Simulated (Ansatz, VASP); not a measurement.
Pb2O: VASP beside Ansatz

```
Pb O
1.0
     5.55367    0.00000    0.00000
     0.00000    5.55367    0.00000
     0.00000    0.00000    5.55367
Pb O
4 2
Direct
  0.25000 0.25000 0.25000
  0.75000 0.75000 0.25000
  0.25000 0.75000 0.75000
  0.75000 0.25000 0.75000
  0.00000 0.00000 0.00000
  0.50000 0.50000 0.50000
```

Alike in both runs: task single point; functional PBEsol; k mesh 8 × 8 × 8; occupations gaussian, width 0.1 eV; no spin polarisation.

|  | VASP | Ansatz |
| --- | --- | --- |
| version | VASP 6.6.1 | Ansatz 0.2.0 |
| potentials or method | VASP PAW PBE potentials, release 64 (Pb_d, O), cutoff 520 eV | scalar-relativistic, plane waves, PAW |
| valence electrons in the cell | 68 | 68 |

```tsv
	VASP	Ansatz	Ansatz less VASP
gap on the k mesh at the Fermi level (eV)	none	none	-
pressure (GPa)	-4.3	-4.3	+0.03
```

VASP's potentials were made for PBE, not for PBEsol. A gap of «none» marks a metal or a gap that the smearing closes. With one functional, cell and mesh, what is left measures potentials, basis and numerics.

Neither program's run includes spin-orbit coupling.
